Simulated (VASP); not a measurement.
# BaTiO3 (Amm2) in VASP: single point with PBE+U

Aim: the single point of BaTiO3 with PBE+U.

Everything below comes from runs of VASP 6.6.1. Logs are shortened: lines on timing, memory, paths and dates and some standing lists are left out, and cuts for length are marked.

## Step 1: The cell of the first run

The structure is orthorhombic, space group Amm2 (No. 38). The conventional cell has a = 3.973 Å, b = 5.660 Å, c = 5.679 Å, α = 90.00°, β = 90.00°, γ = 90.00°. Ba (site symmetry mm2) has 12 O at 2.78 to 2.90 Å and 8 Ti at 3.40 to 3.53 Å within 3.7 Å. Ti (site symmetry mm2) has 6 O at 1.92 to 2.09 Å within 2.5 Å. O (site symmetry mm2) has 2 Ti at 1.99 Å within 2.6 Å. Within 2.5 Å of O (site symmetry m) lie 2 Ti at 1.92 to 2.09 Å.

## Step 2: Single point, PBE+U, collinear spin, zero start

Input file POSCAR:

```
BaTiO3
1.0
   -3.9728294100     -2.8299647800      2.8396458400
    0.0000000000      0.0000000000      5.6792916900
   -3.9728294100      2.8299647800      2.8396458400
Ba Ti O
2 2 6
Direct
    0.0000000000      0.0000000000      0.0000000000
    0.5000000000      0.5000000000      0.5000000000
    0.2500000000      0.2643000000      0.2500000000
    0.7500000000      0.7643000000      0.7500000000
    0.0000000000      0.4890000000      0.0000000000
    0.5000000000      0.9890000000      0.5000000000
    0.4939000000      0.4983300000      0.0061000000
    0.9939000000      0.9983300000      0.5061000000
    0.0061000000      0.4983300000      0.4939000000
    0.5061000000      0.9983300000      0.9939000000
```

Input file INCAR.step1:

```
SYSTEM = BaTiO3
PREC = Accurate
ENCUT = 520
EDIFF = 1E-7
ISMEAR = -1
SIGMA = 0.1
LREAL = .FALSE.
LASPH = .TRUE.
NELM = 150
ALGO = Normal
ISIF = 2
LWAVE = .FALSE.
LCHARG = .TRUE.
ISPIN = 2
MAGMOM = 0 0 0 0 0 0 0 0 0 0
LMAXMIX = 4
LDAU = .TRUE.
LDAUTYPE = 2
LDAUL = -1 2 -1
LDAUU = 0 4.95 0
LDAUJ = 0 0 0
LDAUPRINT = 1
GGA = PE
NBANDS = 55
```

Input file KPOINTS.step1:

```
Automatic mesh
0
G
  4 4 4
  0 0 0
```

Input file INCAR.step2:

```
SYSTEM = BaTiO3
PREC = Accurate
ENCUT = 520
EDIFF = 1E-7
ISMEAR = -5
SIGMA = 0.1
LREAL = .FALSE.
LASPH = .TRUE.
NELM = 150
ALGO = Normal
ISIF = 2
LWAVE = .FALSE.
LCHARG = .FALSE.
ISPIN = 2
MAGMOM = 0 0 0 0 0 0 0 0 0 0
LORBIT = 11
LMAXMIX = 4
LDAU = .TRUE.
LDAUTYPE = 2
LDAUL = -1 2 -1
LDAUU = 0 4.95 0
LDAUJ = 0 0 0
LDAUPRINT = 1
GGA = PE
NEDOS = 2001
ICHARG = 11
```

Input file KPOINTS.step2:

```
Automatic mesh
0
G
  6 6 6
  0 0 0
```

Potentials or basis: VASP PAW PBE potentials, release 64 (Ba_sv, Ti_sv, O).

Started as:

```bash
$ cat potpaw_PBE.64/Ba_sv/POTCAR potpaw_PBE.64/Ti_sv/POTCAR potpaw_PBE.64/O/POTCAR > POTCAR
$ cp INCAR.step1 INCAR
$ cp KPOINTS.step1 KPOINTS
$ mpirun -np 1 vasp_std > vasp.out
$ cp INCAR.step2 INCAR
$ cp KPOINTS.step2 KPOINTS
$ mpirun -np 1 vasp_std > vasp.out
```

OUTCAR:

```text
SYSTEM = BaTiO3
   PREC = Accurate
   ENCUT = 520
   EDIFF = 1E-7
   ISMEAR = -5
   LREAL = .FALSE.
   LASPH = .TRUE.
   NELM = 150
   ISIF = 2
   ISPIN = 2
   LORBIT = 11
   GGA = PE
   ICHARG = 11

 ion  position               nearest neighbor table
   1  0.000  0.000  0.000-   5 2.78   8 2.81  10 2.81   7 2.81   9 2.81   6 2.83   6 2.83   8 2.83
                            10 2.83   9 2.83   7 2.83   5 2.90   4 3.40   3 3.40   4 3.46   4 3.46
   2  0.500  0.500  0.500-   6 2.78   7 2.81   9 2.81   8 2.81  10 2.81   5 2.83   5 2.83   7 2.83
                             9 2.83  10 2.83   8 2.83   6 2.90   3 3.40   4 3.40   3 3.46   3 3.46
   3  0.250  0.264  0.250-   7 1.92   9 1.92   5 1.99   6 1.99  10 2.09   8 2.09   2 3.40   1 3.40
                             2 3.46   2 3.46   1 3.46   1 3.46   1 3.53   2 3.53
   4  0.750  0.764  0.750-   8 1.92  10 1.92   6 1.99   5 1.99   9 2.09   7 2.09   1 3.40   2 3.40
                             1 3.46   1 3.46   2 3.46   2 3.46   2 3.53   1 3.53
   5  0.000  0.489  0.000-   3 1.99   4 1.99   1 2.78   2 2.83   2 2.83   1 2.90
   6  0.500  0.989  0.500-   4 1.99   3 1.99   2 2.78   1 2.83   1 2.83   2 2.90
   7  0.494  0.498  0.006-   3 1.92   4 2.09   2 2.81   1 2.81   2 2.83   1 2.83
   8  0.994  0.998  0.506-   4 1.92   3 2.09   1 2.81   2 2.81   1 2.83   2 2.83
   9  0.006  0.498  0.494-   3 1.92   4 2.09   2 2.81   1 2.81   2 2.83   1 2.83
  10  0.506  0.998  0.994-   4 1.92   3 2.09   1 2.81   2 2.81   1 2.83   2 2.83

  LATTYP: Found a body centered orthorhombic cell.
 ALAT       =     5.6599295600
 B/A-ratio  =     1.0034209136
 C/A-ratio  =     1.4038441178

  Lattice vectors:

 A1 = (   3.9728294100,  -2.8299647800,   2.8396458500)
 A2 = (   3.9728294100,   2.8299647800,  -2.8396458400)
 A3 = (  -3.9728294100,   2.8299647800,   2.8396458400)

Analysis of symmetry for initial positions (statically):
=====================================================================
 Subroutine PRICEL returns following result:

  LATTYP: Found a base centered orthorhombic cell.
 ALAT       =     5.6599295600
 B/A-ratio  =     1.0034209136
 C/A-ratio  =     0.7019220589
[... 12 lines left out ...]
 Subroutine GETGRP returns: Found  4 space group operations
 (whereof  4 operations were pure point group operations)
 out of a pool of  8 trial point group operations.

The static configuration has the point symmetry C_2v.

Analysis of symmetry for dynamics (positions and initial velocities):
=====================================================================
 Subroutine PRICEL returns following result:

  LATTYP: Found a base centered orthorhombic cell.
 ALAT       =     5.6599295600
 B/A-ratio  =     1.0034209136
 C/A-ratio  =     0.7019220589
[... 12 lines left out ...]
 Subroutine GETGRP returns: Found  4 space group operations
 (whereof  4 operations were pure point group operations)
 out of a pool of  8 trial point group operations.

The dynamic configuration has the point symmetry C_2v.

Analysis of structural, dynamic, and magnetic symmetry:
=====================================================================
 Subroutine PRICEL returns following result:

  LATTYP: Found a base centered orthorhombic cell.
 ALAT       =     5.6599295600
 B/A-ratio  =     1.0034209136
 C/A-ratio  =     0.7019220589
[... 12 lines left out ...]
 Subroutine GETGRP returns: Found  4 space group operations
 (whereof  4 operations were pure point group operations)
 out of a pool of  8 trial point group operations.

The overall configuration has the point symmetry C_2v.

 Subroutine INISYM returns: Found  4 space group operations
 (whereof  4 operations are pure point group operations),
 and found     2 'primitive' translations

----------------------------------------------------------------------------------------

                                     Primitive cell
[... 158 lines left out ...]
 -0.0000 -0.0000 -0.0000  0.1030  0.0000
 -0.0000  0.0000 -0.0574  0.0000  0.2061

 occupancies and eigenvectors

  o =  0.1018  v =  0.0000  0.0000  0.0000  0.0000  0.0000  1.0000 -0.0000  0.0000  0.0000  0.0000      0.0000  0.0000  0.0000  0.0000  0.0000  0.0000  0.0000  0.0000  0.0000  0.0000
  o =  0.1018  v =  1.0000 -0.0000  0.0000  0.0000  0.0000  0.0000  0.0000  0.0000  0.0000  0.0000      0.0000  0.0000  0.0000  0.0000  0.0000  0.0000  0.0000  0.0000  0.0000  0.0000
  o =  0.1025  v =  0.0000  0.0000  0.0000  0.0000  0.0000 -0.0000  0.0000  0.8749 -0.0000  0.4844      0.0000  0.0000  0.0000  0.0000  0.0000  0.0000  0.0000  0.0000  0.0000  0.0000
  o =  0.1025  v = -0.0000  0.0000  0.8749 -0.0000  0.4844  0.0000  0.0000  0.0000  0.0000  0.0000      0.0000  0.0000  0.0000  0.0000  0.0000  0.0000  0.0000  0.0000  0.0000  0.0000
  o =  0.1030  v =  0.0000  0.0000  0.0000  0.0000  0.0000  0.0000 -0.0000 -0.0000 -1.0000 -0.0000      0.0000  0.0000  0.0000  0.0000  0.0000  0.0000  0.0000  0.0000  0.0000  0.0000
  o =  0.1030  v =  0.0000 -0.0000 -0.0000 -1.0000 -0.0000  0.0000  0.0000  0.0000  0.0000  0.0000      0.0000  0.0000  0.0000  0.0000  0.0000  0.0000  0.0000  0.0000  0.0000  0.0000
  o =  0.2379  v = -0.0000  0.0000  0.4844 -0.0000 -0.8749  0.0000  0.0000  0.0000  0.0000  0.0000      0.0000  0.0000  0.0000  0.0000  0.0000  0.0000  0.0000  0.0000  0.0000  0.0000
  o =  0.2379  v =  0.0000  0.0000  0.0000  0.0000  0.0000 -0.0000  0.0000  0.4844 -0.0000 -0.8749      0.0000  0.0000  0.0000  0.0000  0.0000  0.0000  0.0000  0.0000  0.0000  0.0000
  o =  0.2407  v =  0.0000  0.0000  0.0000  0.0000  0.0000 -0.0000 -1.0000  0.0000  0.0000 -0.0000      0.0000  0.0000  0.0000  0.0000  0.0000  0.0000  0.0000  0.0000  0.0000  0.0000
  o =  0.2407  v = -0.0000 -1.0000  0.0000  0.0000 -0.0000  0.0000  0.0000  0.0000  0.0000  0.0000      0.0000  0.0000  0.0000  0.0000  0.0000  0.0000  0.0000  0.0000  0.0000  0.0000

atom =   4  type =  2  l = 2

 onsite density matrix

spin component  1

  0.1018  0.0000 -0.0000 -0.0000 -0.0000
  0.0000  0.2407 -0.0000 -0.0000  0.0000
 -0.0000 -0.0000  0.1343 -0.0000 -0.0574
 -0.0000 -0.0000 -0.0000  0.1030  0.0000
 -0.0000  0.0000 -0.0574  0.0000  0.2061

spin component  2

  0.1018  0.0000 -0.0000 -0.0000 -0.0000
  0.0000  0.2407 -0.0000 -0.0000  0.0000
 -0.0000 -0.0000  0.1343 -0.0000 -0.0574
 -0.0000 -0.0000 -0.0000  0.1030  0.0000
 -0.0000  0.0000 -0.0574  0.0000  0.2061

 occupancies and eigenvectors

  o =  0.1018  v =  0.0000  0.0000  0.0000  0.0000  0.0000  1.0000 -0.0000  0.0000  0.0000  0.0000      0.0000  0.0000  0.0000  0.0000  0.0000  0.0000  0.0000  0.0000  0.0000  0.0000
  o =  0.1018  v =  1.0000 -0.0000  0.0000  0.0000  0.0000  0.0000  0.0000  0.0000  0.0000  0.0000      0.0000  0.0000  0.0000  0.0000  0.0000  0.0000  0.0000  0.0000  0.0000  0.0000
  o =  0.1025  v =  0.0000  0.0000  0.0000  0.0000  0.0000 -0.0000  0.0000  0.8749 -0.0000  0.4844      0.0000  0.0000  0.0000  0.0000  0.0000  0.0000  0.0000  0.0000  0.0000  0.0000
  o =  0.1025  v = -0.0000  0.0000  0.8749 -0.0000  0.4844  0.0000  0.0000  0.0000  0.0000  0.0000      0.0000  0.0000  0.0000  0.0000  0.0000  0.0000  0.0000  0.0000  0.0000  0.0000
  o =  0.1030  v =  0.0000  0.0000  0.0000  0.0000  0.0000  0.0000 -0.0000 -0.0000 -1.0000 -0.0000      0.0000  0.0000  0.0000  0.0000  0.0000  0.0000  0.0000  0.0000  0.0000  0.0000
  o =  0.1030  v =  0.0000 -0.0000 -0.0000 -1.0000 -0.0000  0.0000  0.0000  0.0000  0.0000  0.0000      0.0000  0.0000  0.0000  0.0000  0.0000  0.0000  0.0000  0.0000  0.0000  0.0000
  o =  0.2379  v = -0.0000  0.0000  0.4844 -0.0000 -0.8749  0.0000  0.0000  0.0000  0.0000  0.0000      0.0000  0.0000  0.0000  0.0000  0.0000  0.0000  0.0000  0.0000  0.0000  0.0000
  o =  0.2379  v =  0.0000  0.0000  0.0000  0.0000  0.0000 -0.0000  0.0000  0.4844 -0.0000 -0.8749      0.0000  0.0000  0.0000  0.0000  0.0000  0.0000  0.0000  0.0000  0.0000  0.0000
  o =  0.2407  v =  0.0000  0.0000  0.0000  0.0000  0.0000 -0.0000 -1.0000  0.0000  0.0000 -0.0000      0.0000  0.0000  0.0000  0.0000  0.0000  0.0000  0.0000  0.0000  0.0000  0.0000
  o =  0.2407  v = -0.0000 -1.0000  0.0000  0.0000 -0.0000  0.0000  0.0000  0.0000  0.0000  0.0000      0.0000  0.0000  0.0000  0.0000  0.0000  0.0000  0.0000  0.0000  0.0000  0.0000

 number of electron      80.0000004 magnetization       0.0000000

 Free energy of the ion-electron system (eV)
  ---------------------------------------------------
  ext. energy  EPLUGINS =         0.00000000
  ---------------------------------------------------
  free energy    TOTEN  =       -73.25203717 eV

  energy without entropy =      -73.25203717  energy(sigma->0) =      -73.25203717

 E-fermi :   4.0677     XC(G=0): -11.2858

 val. band max:        4.0361370674   @ k =   0.0000   0.0000   0.0000
 cond. band min:       6.5059102402   @ k =   0.0000   0.0000   0.0000
 fundamental gap:      2.4697731729
 Fermi energy:         4.0677434266

 spin component 1

 k-point     1 :       0.0000    0.0000    0.0000
  band No.  band energies     occupation
      1     -53.8340      1.00000
      2     -53.8312      1.00000
      3     -30.0428      1.00000
      4     -30.0421      1.00000
      5     -30.0297      1.00000
      6     -30.0047      1.00000
[... 2441 lines left out ...]
     47       8.9645      0.00000
     48       9.9610      0.00000

 [... further k-points ...]

------------------------ aborting loop because EDIFF is reached ----------------------------------------

  FORCE on cell =-STRESS in cart. coord.  units (eV):
  Direction    XX          YY          ZZ          XY          YZ          ZX
  --------------------------------------------------------------------------------------
  -------------------------------------------------------------------------------------
  Total        7.8800894      7.9803885      7.3506091      0.0000000      0.0000000      0.0000000
  in kB       98.8636428    100.1219956     92.2207806      0.0000000      0.0000000      0.0000001
  external PRESSURE =      97.0688063 kB  Pullay stress =       0.0000000 kB

 VOLUME and BASIS-vectors are now :
 -----------------------------------------------------------------------------
  energy-cutoff  :      520.00
  volume of cell :      127.70
      direct lattice vectors                 reciprocal lattice vectors
    -3.972829410 -2.829964780  2.839645840    -0.125854888 -0.176680644  0.000000000
     0.000000000  0.000000000  5.679291690     0.125854888  0.000000000  0.176078295
    -3.972829410  2.829964780  2.839645840    -0.125854888  0.176680644  0.000000000

 POSITION                                       TOTAL-FORCE (eV/Angst)
 -----------------------------------------------------------------------------------
      0.00000      0.00000      0.00000        -0.000000     -0.000000      0.222366
     -3.97283      0.00000      5.67929        -0.000000     -0.000000      0.222366
     -1.98641      0.00000      2.92086         0.000000     -0.000000     -0.733542
     -5.95924      0.00000      8.60015         0.000000     -0.000000     -0.733542
      0.00000      0.00000      2.77717        -0.000000     -0.000000      0.201951
     -3.97283      0.00000      8.45647         0.000000     -0.000000      0.201951
     -1.98641     -1.38046      4.24998        -0.000000     -0.378463      0.154613
     -5.95924     -1.38046      9.92928        -0.000000     -0.378463      0.154613
     -1.98641      1.38046      4.24998        -0.000000      0.378463      0.154613
     -5.95924      1.38046      9.92928        -0.000000      0.378463      0.154613
 -----------------------------------------------------------------------------------
    total drift:                               -0.000001     -0.000000      0.000875

  FREE ENERGIE OF THE ION-ELECTRON SYSTEM (eV)
  ---------------------------------------------------
  free  energy   TOTEN  =       -73.2520371742 eV

  energy  without entropy=      -73.2520371742  energy(sigma->0) =      -73.25203717

 total charge

# of ion       s       p       d       tot
------------------------------------------
    1        2.009   5.654   0.341   8.005
    2        2.009   5.654   0.341   8.005
    3        2.227   6.294   1.546  10.068
    4        2.227   6.294   1.546  10.068
    5        1.562   3.496   0.000   5.059
    6        1.562   3.496   0.000   5.059
    7        1.563   3.495   0.000   5.058
    8        1.563   3.495   0.000   5.058
    9        1.563   3.495   0.000   5.058
   10        1.563   3.495   0.000   5.058
--------------------------------------------------
tot         17.851  44.868   3.775  66.494

 magnetization (x)

# of ion       s       p       d       tot
------------------------------------------
    1       -0.000  -0.000   0.000  -0.000
    2       -0.000  -0.000   0.000  -0.000
    3        0.000   0.000   0.000   0.000
    4        0.000   0.000   0.000   0.000
    5       -0.000  -0.000   0.000  -0.000
    6       -0.000  -0.000   0.000  -0.000
    7       -0.000  -0.000   0.000  -0.000
    8       -0.000  -0.000   0.000  -0.000
    9       -0.000  -0.000   0.000  -0.000
   10       -0.000  -0.000   0.000  -0.000
--------------------------------------------------
tot          0.000  -0.000   0.000  -0.000
```

It took 23 min on 1 thread of Oxide Virtual Turin-like, shared host; peak memory 0.54 GiB.

What came out:

- Net moment: 0.00 μB per cell
- Valence electrons inside the program's atomic spheres: Ba 8.01; Ti 10.07; O 5.06

Eigenvalues of the final occupation matrices:
```
    site  spin  trace               eigenvalues
site 3 d     1   0.79  0.10 0.10 0.10 0.24 0.24
site 3 d     2   0.79  0.10 0.10 0.10 0.24 0.24
site 4 d     1   0.79  0.10 0.10 0.10 0.24 0.24
site 4 d     2   0.79  0.10 0.10 0.10 0.24 0.24
```

Caveat: spin-orbit coupling is left out, which moves the levels of the heavy elements.
